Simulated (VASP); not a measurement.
A run of VASP 6.6.1 is set up as follows.

POSCAR

```
AlRu
1.0
    3.0663900000      0.0000000000      0.0000000000
    0.0000000000      3.0663900000      0.0000000000
    0.0000000000      0.0000000000      3.0663900000
Al Ru
1 1
Direct
    0.0000000000      0.0000000000      0.0000000000
    0.5000000000      0.5000000000      0.5000000000
```

File INCAR.step1:

```
SYSTEM = AlRu
PREC = Accurate
ENCUT = 520
ISMEAR = 0
SIGMA = 0.15
LREAL = .False.
LASPH = .True.
NELM = 80
NBANDS = 16
GGA = PE
ALGO = Normal
EDIFF = 1E-4
LWAVE = .True.
LCHARG = .False.
```

File INCAR.step2:

```
SYSTEM = AlRu
PREC = Accurate
ENCUT = 520
EDIFF = 1E-7
ISMEAR = 0
SIGMA = 0.15
LREAL = .False.
LASPH = .True.
NELM = 80
ALGO = Normal
ISIF = 2
LWAVE = .False.
LCHARG = .False.
METAGGA = R2SCAN
LMIXTAU = .True.
NBANDS = 16
ISTART = 1
```

The input KPOINTS:

```
Automatic mesh
0
Gamma
  16 16 16
  0 0 0
```

Potentials or basis: VASP PAW PBE potentials, release 64 (Al, Ru_pv).

The run is started by

```console
$ cat potpaw_PBE.64/Al/POTCAR potpaw_PBE.64/Ru_pv/POTCAR > POTCAR
$ cp INCAR.step1 INCAR
$ mpirun -np 1 vasp_std > vasp.out
$ cp INCAR.step2 INCAR
$ mpirun -np 1 vasp_std > vasp.out
```

(1) Estimate the pressure.

(2) Predict the band gap on the k mesh.

## Answers

(1) -15.3 GPa.

(2) zero (an odd number of electrons rules out a gap without spin polarisation).

Caveat: the cell differs from its parent crystal (strain +0.025 along x and y, +0.025 along z); the cell stands under tension; the PAW data sets were made with another functional, which shifts forces and pressure a little.
